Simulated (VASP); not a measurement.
# Si11O24 (a cell with a defect) in VASP: single point with PBE

Aim: the single point of Si11O24 (a cell with a defect) with PBE.

Program: VASP 6.6.1. These are calculated values, not measurements. Logs are shortened: lines on timing, memory, paths and dates and some standing lists are left out, and cuts for length are marked.

### Step 1. The cell of the first run

The cell holds a defect, 35 atoms: a = 8.939 Å, b = 8.939 Å, c = 8.939 Å, α = 90.00°, β = 90.00°, γ = 90.00°.

### Step 2. Single point, PBE

Contents of INCAR:

```
SYSTEM = Si11O24
ALGO = Normal ; EDIFF = 1E-6
ENCUT = 520 ; GGA = PE
ISIF = 2 ; ISMEAR = -1
LASPH = .True. ; LCHARG = .False.
LREAL = Auto ; LWAVE = .False.
NBANDS = 117 ; NELM = 60
PREC = Accurate ; SIGMA = 0.05
```

Contents of KPOINTS:

```
k-points
0
Gamma
  2 2 2
  0 0 0
```

Contents of POSCAR:

```
Si11O24
1.0
    8.9392390000      0.0000000000      0.0000000000
    0.0000000000      8.9392390000      0.0000000000
    0.0000000000      0.0000000000      8.9392390000
Si O
11 24
Direct
    0.2563669887      0.5000000000      0.0044050587
    0.2670159486      0.0000000000      0.5044259797
    0.0000000000      0.5000000000      0.2500000000
    0.5000000000      0.2329840514     -0.0044259797
    0.0000000000      0.2436330113      0.4955949413
    0.7329840514      0.0000000000      0.5044259797
    0.7436330113      0.5000000000      0.0044050587
    0.0000000000      0.5000000000      0.7500000000
    0.5000000000      0.0000000000      0.7500000000
    0.0000000000      0.7563669887      0.4955949413
    0.5000000000      0.7670159486     -0.0044259797
    0.1522059994      0.5000000000      0.8531227066
    0.1549623781      0.1444167023      0.4859233553
    0.1549623781      0.8555832977      0.4859233553
    0.4154825497      0.0000000000      0.3848709321
    0.1497870453      0.5000000000      0.1496769292
    0.5000000000      0.1611873100      0.8315445062
    0.0000000000      0.3502129547      0.3503230708
    0.8450376219      0.1444167023      0.4859233553
    0.5000000000      0.9154825497      0.1151290679
    0.5000000000      0.0845174503      0.1151290679
    0.3555832977      0.3450376219      0.0140766447
    0.8502129547      0.5000000000      0.1496769292
    0.5845174503      0.0000000000      0.3848709321
    0.6444167023      0.6549623781      0.0140766447
    0.6444167023      0.3450376219      0.0140766447
    0.8477940006      0.5000000000      0.8531227066
    0.6611873100      0.0000000000      0.6684554938
    0.0000000000      0.6497870453      0.3503230708
    0.5000000000      0.8388126900      0.8315445062
    0.3555832977      0.6549623781      0.0140766447
    0.0000000000      0.3477940006      0.6468772934
    0.0000000000      0.6522059994      0.6468772934
    0.8450376219      0.8555832977      0.4859233553
    0.3388126900      0.0000000000      0.6684554938
```

Potentials or basis: VASP PAW PBE potentials, release 64 (Si, O).

Started as:

```console
> cat potpaw_PBE.64/Si/POTCAR potpaw_PBE.64/O/POTCAR > POTCAR
> mpirun -np 1 vasp_std > vasp.out
```

OUTCAR:

```text
SYSTEM = Si11O24
   EDIFF = 1E-6
   ENCUT = 520
   GGA = PE
   ISIF = 2
   ISMEAR = -1
   LASPH = .True.
   LREAL = Auto
   NELM = 60
   PREC = Accurate

 ion  position               nearest neighbor table
   1  0.256  0.500  0.004-  16 1.61  12 1.64  22 1.65  31 1.65
   2  0.267  0.000  0.504-  35 1.60  14 1.64  13 1.64  15 1.70   9 3.03
   3  0.000  0.500  0.250-  16 1.61  18 1.61  23 1.61  29 1.61
   4  0.500  0.233  0.996-  17 1.60  22 1.64  26 1.64  21 1.70   9 3.03
   5  0.000  0.244  0.496-  18 1.61  32 1.64  19 1.65  13 1.65
   6  0.733  0.000  0.504-  28 1.60  19 1.64  34 1.64  24 1.70   9 3.03
   7  0.744  0.500  0.004-  23 1.61  27 1.64  26 1.65  25 1.65
   8  0.000  0.500  0.750-  12 1.64  27 1.64  32 1.64  33 1.64
   9  0.500  0.000  0.750-  17 1.61  28 1.61  30 1.61  35 1.61   2 3.03   4 3.03   6 3.03  11 3.03

  10  0.000  0.756  0.496-  29 1.61  33 1.64  14 1.65  34 1.65
  11  0.500  0.767  0.996-  30 1.60  25 1.64  31 1.64  20 1.70   9 3.03
  12  0.152  0.500  0.853-   1 1.64   8 1.64
  13  0.155  0.144  0.486-   2 1.64   5 1.65
  14  0.155  0.856  0.486-   2 1.64  10 1.65
  15  0.415  0.000  0.385-  24 1.51   2 1.70
  16  0.150  0.500  0.150-   1 1.61   3 1.61
  17  0.500  0.161  0.832-   4 1.60   9 1.61
[... 16 lines left out ...]
  34  0.845  0.856  0.486-   6 1.64  10 1.65
  35  0.339  0.000  0.668-   2 1.60   9 1.61

  LATTYP: Found a simple cubic cell.
 ALAT       =     8.9392390000

  Lattice vectors:

 A1 = (   8.9392390000,   0.0000000000,   0.0000000000)
 A2 = (   0.0000000000,   8.9392390000,   0.0000000000)
 A3 = (   0.0000000000,   0.0000000000,   8.9392390000)

Analysis of symmetry for initial positions (statically):
=====================================================================
 Subroutine PRICEL returns:
 Original cell was already a primitive cell.

 Routine SETGRP: Setting up the symmetry group for a
 simple cubic supercell.

 Subroutine GETGRP returns: Found  8 space group operations
 (whereof  4 operations were pure point group operations)
 out of a pool of 48 trial point group operations.

The static configuration has the point symmetry C_2v.
 The point group associated with its full space group is D_2d.

Analysis of symmetry for dynamics (positions and initial velocities):
=====================================================================
 Subroutine PRICEL returns:
 Original cell was already a primitive cell.

 Routine SETGRP: Setting up the symmetry group for a
 simple cubic supercell.

 Subroutine GETGRP returns: Found  8 space group operations
 (whereof  4 operations were pure point group operations)
 out of a pool of 48 trial point group operations.

The dynamic configuration has the point symmetry C_2v.
 The point group associated with its full space group is D_2d.

 Subroutine INISYM returns: Found  8 space group operations
 (whereof  4 operations are pure point group operations),
 and found     1 'primitive' translations

----------------------------------------------------------------------------------------

                                     Primitive cell

  volume of cell :     714.3345

  direct lattice vectors                    reciprocal lattice vectors
     8.939239000  0.000000000  0.000000000     0.111866346  0.000000000  0.000000000
     0.000000000  8.939239000  0.000000000     0.000000000  0.111866346  0.000000000
     0.000000000  0.000000000  8.939239000     0.000000000  0.000000000  0.111866346

  length of vectors
     8.939239000  8.939239000  8.939239000     0.111866346  0.111866346  0.111866346

  position of ions in fractional coordinates (direct lattice)
     0.256366989  0.500000000  0.004405059
     0.267015949  0.000000000  0.504425980
     0.000000000  0.500000000  0.250000000
     0.500000000  0.232984051  0.995574020
     0.000000000  0.243633011  0.495594941
     0.732984051  0.000000000  0.504425980
[... 27 lines left out ...]
     0.845037622  0.855583298  0.485923355
     0.338812690  0.000000000  0.668455494

  ion indices of the primitive-cell ions
   primitive index   ion index
                 1           1
                 2           2
                 3           3
                 4           4
                 5           5
                 6           6
[... 27 lines left out ...]
                34          34
                35          35

----------------------------------------------------------------------------------------

 KPOINTS: k-points

Automatic generation of k-mesh.
 Grid dimensions read from file:
 generate k-points for:    2    2    2

 Generating k-lattice:

  Cartesian coordinates                     Fractional coordinates (reciprocal lattice)
     0.055933173  0.000000000  0.000000000     0.500000000  0.000000000  0.000000000
     0.000000000  0.055933173  0.000000000     0.000000000  0.500000000  0.000000000
     0.000000000  0.000000000  0.055933173     0.000000000  0.000000000  0.500000000

  Length of vectors
     0.055933173  0.055933173  0.055933173

  Shift w.r.t. Gamma in fractional coordinates (k-lattice)
     0.000000000  0.000000000  0.000000000

 Subroutine IBZKPT returns following result:
 ===========================================

 Found      6 irreducible k-points:

 Following reciprocal coordinates:
            Coordinates               Weight
  0.000000  0.000000  0.000000      1.000000
  0.500000  0.000000  0.000000      2.000000
  0.000000  0.000000  0.500000      1.000000
  0.500000  0.500000  0.000000      1.000000
  0.000000  0.500000  0.500000      2.000000
  0.500000  0.500000  0.500000      1.000000
   k-points           NKPTS =      6   k-points in BZ     NKDIM =      6   number of bands    NBANDS=    117
   number of dos      NEDOS =    301   number of ions     NIONS =     35
   total plane-waves  NPLWV = 343000
   dimension x,y,z NGX =    70 NGY =   70 NGZ =   70
   dimension x,y,z NGXF=   140 NGYF=  140 NGZF=  140
   ions per type =              11  24
   NGX,Y,Z   is equivalent  to a cutoff of  13.02, 13.02, 13.02 a.u.
   NGXF,Y,Z  is equivalent  to a cutoff of  26.04, 26.04, 26.04 a.u.
 SYSTEM =  Si11O24
   PREC   = accura    normal or accurate (medium, high low for compatibility)
   ISTART =      0    job   : 0-new  1-cont  2-samecut
   ICHARG =      2    charge: 1-file 2-atom 10-const
   ISPIN  =      1    spin polarized calculation?
   LNONCOLLINEAR =      F non collinear calculations
   LSORBIT =      F    spin-orbit coupling
   LASPH  =      T    aspherical Exc in radial PAW
   ENCUT  =  520.0 eV  38.22 Ry    6.18 a.u.  16.62 16.62 16.62*2*pi/ulx,y,z
   NELM   =     60;   NELMIN=  2; NELMDL= -5     # of ELM steps
   EDIFF  = 0.1E-05   stopping-criterion for ELM
   LREAL  =      T    real-space projection
   EDIFFG = 0.1E-04   stopping-criterion for IOM
   NSW    =      0    number of steps for IOM
   IBRION =     -1    ionic relax: 0-MD 1-quasi-New 2-CG
   NFREE  =      0    steps in history (QN), initial steepest desc. (CG)
   ISIF   =      2    stress and relaxation
   ISYM   =      2    0-nonsym 1-usesym 2-fastsym
   POTIM  = 0.5000    time-step for ionic-motion
   TEBEG  =    0.0;   TEEND  =   0.0 temperature during run
   PSTRESS=    0.0 pullay stress
   NELECT =     188.0000    total number of electrons
   NUPDOWN=      -1.0000    fix difference up-down
   EMIN   =  10.00;   EMAX   =-10.00  energy-range for DOS
   EFERMI =   0.00;   METHOD = LEGACY
   ISMEAR =    -1;   SIGMA  =   0.05  broadening in eV -4-tet -1-fermi 0-gaus
   EFERMI_NEDOS =   21; number of points for ismear=-14 and -15
   IALGO  =     38    algorithm
   IMIX   =      4    mixing-type and parameters
     AMIX     =   0.40;   BMIX     =  1.00
     AMIX_MAG =   1.60;   BMIX_MAG =  1.00
  volume/ion in A,a.u.               =      20.41       137.73
  Fermi-wavevector in a.u.,A,eV,Ry     =   1.049124  1.982557 14.975410  1.100662
  Thomas-Fermi vector in A             =   2.184074
   LORBIT       =      0    0 simple, 1 ext, 2 COOP (PROOUT), +10 PAW based schemes
   GGA     = PE    functional components
   LHFCALC =     F    Hartree Fock is set to
   AEXX    =    0.0000 exact exchange contribution
   IVDW    =     0    specifies the selected vdW correction
   LEPSILON=     F    determine dielectric tensor
   LRPA    =     F    only Hartree local field effects (RPA)
 non-spin polarized calculation
  energy-cutoff  :      520.00
  volume of cell :      714.33
 maximum number of plane-waves:     19309
 NGX is ok and might be reduce to    70
   NGX = 33   NGY = 33   NGZ = 33

 number of electron     188.0000066 magnetization

 Free energy of the ion-electron system (eV)
  ---------------------------------------------------
  ext. energy  EPLUGINS =         0.00000000
  ---------------------------------------------------
  free energy    TOTEN  =      -263.31682523 eV

  energy without entropy =     -263.31682523  energy(sigma->0) =     -263.31682523

 E-fermi :  -0.1921     XC(G=0):  -6.5567

 val. band max:       -1.1909310070   @ k =   0.0000   0.0000   0.0000
 cond. band min:       0.8497535525   @ k =   0.5000   0.0000   0.0000
 fundamental gap:      2.0406845595
 Fermi energy:        -0.1920859003

 k-point     1 :       0.0000    0.0000    0.0000
  band No.  band energies     occupation
      1     -21.9567      2.00000
      2     -21.6311      2.00000
      3     -21.3103      2.00000
      4     -21.0683      2.00000
      5     -20.8789      2.00000
      6     -20.6000      2.00000
[... 98 lines left out ...]
    105       6.1592      0.00000
    106       6.3213      0.00000

 k-point     2 :       0.5000    0.0000    0.0000
  band No.  band energies     occupation
      1     -21.9452      2.00000
      2     -21.6172      2.00000
      3     -21.2990      2.00000
      4     -21.1309      2.00000
      5     -20.8703      2.00000
      6     -20.8146      2.00000
[... 428 lines left out ...]
 k-point     6 :       0.5000    0.5000    0.5000
  band No.  band energies     occupation
      1     -21.8585      2.00000
      2     -21.7416      2.00000
      3     -21.0845      2.00000
      4     -21.0285      2.00000
      5     -21.0285      2.00000
      6     -21.0170      2.00000
[... 98 lines left out ...]
    105       6.4397      0.00000
    106       6.4807      0.00000
 [bands above 106 left out]

------------------------ aborting loop because EDIFF is reached ----------------------------------------

  FORCE on cell =-STRESS in cart. coord.  units (eV):
  Direction    XX          YY          ZZ          XY          YZ          ZX
  --------------------------------------------------------------------------------------
  -------------------------------------------------------------------------------------
  Total      -22.0240609    -22.0240609     13.5793146      0.0000000      0.0000000      0.0000000
  in kB      -49.3976554    -49.3976554     30.4569763      0.0000000      0.0000000      0.0000000
  external PRESSURE =     -22.7794448 kB  Pullay stress =       0.0000000 kB

 VOLUME and BASIS-vectors are now :
 -----------------------------------------------------------------------------
  energy-cutoff  :      520.00
  volume of cell :      714.33
      direct lattice vectors                 reciprocal lattice vectors
     8.939239000  0.000000000  0.000000000     0.111866346  0.000000000  0.000000000
     0.000000000  8.939239000  0.000000000     0.000000000  0.111866346  0.000000000
     0.000000000  0.000000000  8.939239000     0.000000000  0.000000000  0.111866346

 POSITION                                       TOTAL-FORCE (eV/Angst)
 -----------------------------------------------------------------------------------
      2.29173      4.46962      0.03938        -0.000507      0.000000      0.011307
      2.38692      0.00000      4.50918        -0.028321      0.000000     -0.013729
      0.00000      4.46962      2.23481        -0.000000      0.000000      0.000000
      4.46962      2.08270      8.89967        -0.000000      0.028321      0.013729
      0.00000      2.17789      4.43024        -0.000000      0.000507     -0.011307
      6.55232      0.00000      4.50918         0.028321      0.000000     -0.013729
[... 27 lines left out ...]
      7.55399      7.64826      4.34379         0.004211      0.014029      0.002202
      3.02873      0.00000      5.97548         0.018846      0.000000      0.010036
 -----------------------------------------------------------------------------------
    total drift:                                0.000000      0.000000      0.000000

  FREE ENERGIE OF THE ION-ELECTRON SYSTEM (eV)
  ---------------------------------------------------
  free  energy   TOTEN  =      -263.3168252291 eV

  energy  without entropy=     -263.3168252258  energy(sigma->0) =     -263.31682523
```

Wall time 18 min (1 thread of AMD EPYC 7R13 (Zen 3), shared host); peak memory 0.79 GiB.

What came out:

- Free energy: -263.3168 eV
- Pressure: -2.3 GPa
- Largest force: 0.077 eV/Å
- Band gap on the k mesh: 2.04 eV

Forces on the atoms (eV/Å):
```
Si  -0.001  0.000  0.011
Si  -0.028  0.000 -0.014
Si   0.000  0.000  0.000
Si   0.000  0.028  0.014
Si   0.000  0.001 -0.011
Si   0.028  0.000 -0.014
Si   0.001  0.000  0.011
Si   0.000  0.000  0.000
Si   0.000  0.000  0.000
Si   0.000 -0.001 -0.011
Si   0.000 -0.028  0.014
O   -0.003  0.000  0.007
O   -0.004 -0.014  0.002
O   -0.004  0.014  0.002
O   -0.075  0.000 -0.017
O   -0.018  0.000 -0.010
O    0.000 -0.019 -0.010
O    0.000  0.018  0.010
O    0.004 -0.014  0.002
O    0.000 -0.075  0.017
O    0.000  0.075  0.017
O    0.014  0.004 -0.002
O    0.018  0.000 -0.010
O    0.075  0.000 -0.017
O   -0.014 -0.004 -0.002
O   -0.014  0.004 -0.002
O    0.003  0.000  0.007
O   -0.019  0.000  0.010
O    0.000 -0.018  0.010
O    0.000  0.019 -0.010
O    0.014 -0.004 -0.002
O    0.000  0.003 -0.007
O    0.000 -0.003 -0.007
O    0.004  0.014  0.002
O    0.019  0.000  0.010
```

Stress tensor (GPa, compression positive):
```
-4.94  0.00  0.00
 0.00 -4.94  0.00
 0.00  0.00  3.05
```

Levels at points of the mesh, in eV from the valence-band top:
```csv
k point,band 90,band 91,band 92,band 93,band 94,band 95,band 96,band 97,band 98,band 99
"(0.00, 0.00, 0.00)",-1.01,-0.55,-0.55,-0.29,0.00,2.20,2.20,4.39,5.91,6.40
"(0.50, 0.00, 0.00)",-1.12,-0.58,-0.55,-0.35,-0.04,2.04,2.21,5.12,5.15,6.54
"(0.00, 0.00, 0.50)",-1.02,-0.58,-0.58,-0.24,-0.04,2.20,2.20,4.86,5.17,6.40
"(0.50, 0.50, 0.00)",-1.23,-0.57,-0.57,-0.42,-0.10,2.07,2.07,5.49,5.78,5.89
"(0.00, 0.50, 0.50)",-1.13,-0.60,-0.57,-0.31,-0.08,2.04,2.21,5.43,5.52,5.84
"(0.50, 0.50, 0.50)",-1.22,-0.59,-0.59,-0.35,-0.16,2.07,2.07,5.91,6.11,6.19
```
